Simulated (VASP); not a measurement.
Input of a VASP 6.6.1 run:

File INCAR:

```
SYSTEM = Ag31Br32
PREC = Accurate ; ENCUT = 450
EDIFF = 1E-7 ; ISMEAR = -1
SIGMA = 0.05 ; LREAL = Auto
LASPH = .TRUE. ; NELM = 120
ALGO = Normal ; ISIF = 2
LWAVE = .FALSE. ; LCHARG = .FALSE.
GGA = PS ; IBRION = 2
NSW = 100 ; EDIFFG = -0.03
NELECT = 566.0 ; ISYM = -1
GGA_COMPAT = .FALSE. ; NELMIN = 4
KPAR = 1
```

Contents of KPOINTS:

```
explicit points
1
Reciprocal
  0.25000000   0.25000000   0.25000000 1
```

The input POSCAR:

```
Ag31Br32
1.0
   11.3496680000      0.0000000000      0.0000000000
    0.0000000000     11.3496680000      0.0000000000
    0.0000000000      0.0000000000     11.3496680000
Br Ag
32 31
Direct
    0.2492970000      0.0014780000      0.9991280000
    0.2528310000      0.9999130000      0.4994930000
    0.2508830000      0.4998670000      0.0018760000
    0.2530210000      0.4997020000      0.4984240000
    0.7508910000      0.0007600000      0.9983830000
    0.7511170000      0.9992240000      0.4976390000
    0.7497650000      0.4985970000      0.0004460000
    0.7487090000      0.4997610000      0.5019570000
    0.0005860000      0.2494290000      0.9977830000
    0.0024640000      0.2495740000      0.4995960000
    0.9990870000      0.7514540000      0.9975470000
    0.9999980000      0.7522520000      0.5025180000
    0.5015430000      0.2504370000      0.0023670000
    0.4977150000      0.2515240000      0.5017540000
    0.5004500000      0.7495010000      0.0002550000
    0.4966370000      0.7504150000      0.5014130000
    0.0007960000      0.9998550000      0.2480990000
    0.0010660000      0.0002860000      0.7490100000
    0.9998920000      0.4976450000      0.2500800000
    0.0042980000      0.4970440000      0.7501570000
    0.4974380000      0.9986640000      0.2515830000
    0.4990120000      0.9995240000      0.7495050000
    0.5009430000      0.5021980000      0.2512710000
    0.4990410000      0.5026590000      0.7513290000
    0.2504800000      0.2546070000      0.2521160000
    0.2497920000      0.2478010000      0.7490570000
    0.2502790000      0.7511150000      0.2490670000
    0.2514440000      0.7512880000      0.7496640000
    0.7504690000      0.2487510000      0.2511620000
    0.7514580000      0.2537140000      0.7485970000
    0.7480210000      0.7507240000      0.2486250000
    0.7530580000      0.7483120000      0.7491110000
    0.9996170000      0.9979140000      0.0021020000
    0.0001980000      0.9982820000      0.4998410000
    0.9953640000      0.4968360000      0.9994490000
    0.0023190000      0.4958800000      0.5008630000
    0.5010490000      0.0005920000      0.9992210000
    0.4982860000      0.0014350000      0.5000110000
    0.4971510000      0.4984590000      0.9983070000
    0.2506520000      0.2486520000      0.9979360000
    0.2569790000      0.2517970000      0.5010940000
    0.2490770000      0.7515630000      0.9976050000
    0.2466740000      0.7445270000      0.5020200000
    0.7483340000      0.2501810000      0.9994030000
    0.7484640000      0.2521370000      0.5001280000
    0.7491820000      0.7503300000      0.9994130000
    0.7503350000      0.7489900000      0.4999120000
    0.2524500000      0.0009440000      0.2524000000
    0.2494970000      0.0002840000      0.7469830000
    0.2491240000      0.5004000000      0.2475130000
    0.2492750000      0.5032320000      0.7509660000
    0.7494760000      0.9988200000      0.2513690000
    0.7532810000      0.0022230000      0.7513630000
    0.7498270000      0.5011680000      0.2510480000
    0.7515150000      0.4982620000      0.7513760000
    0.9994050000      0.2520910000      0.2508040000
    0.0018770000      0.2511380000      0.7469690000
    0.0004100000      0.7537510000      0.2534950000
    0.9980900000      0.7478670000      0.7507100000
    0.4964590000      0.2514650000      0.2506120000
    0.5006770000      0.2518510000      0.7536690000
    0.4972420000      0.7473070000      0.2507190000
    0.4985270000      0.7522710000      0.7509300000
```

Potentials or basis: VASP PAW PBE potentials, release 64 (Br, Ag).

Launch:

```console
$ cat potpaw_PBE.64/Br/POTCAR potpaw_PBE.64/Ag/POTCAR > POTCAR
$ mpirun -np 8 vasp_std > vasp.out
```

(1) What does it give for the energy gained by relaxing?

Results:

(1) 4.1 meV/atom.

Caveat: the cell carries a net charge on a neutralising background, which shifts energy and pressure.
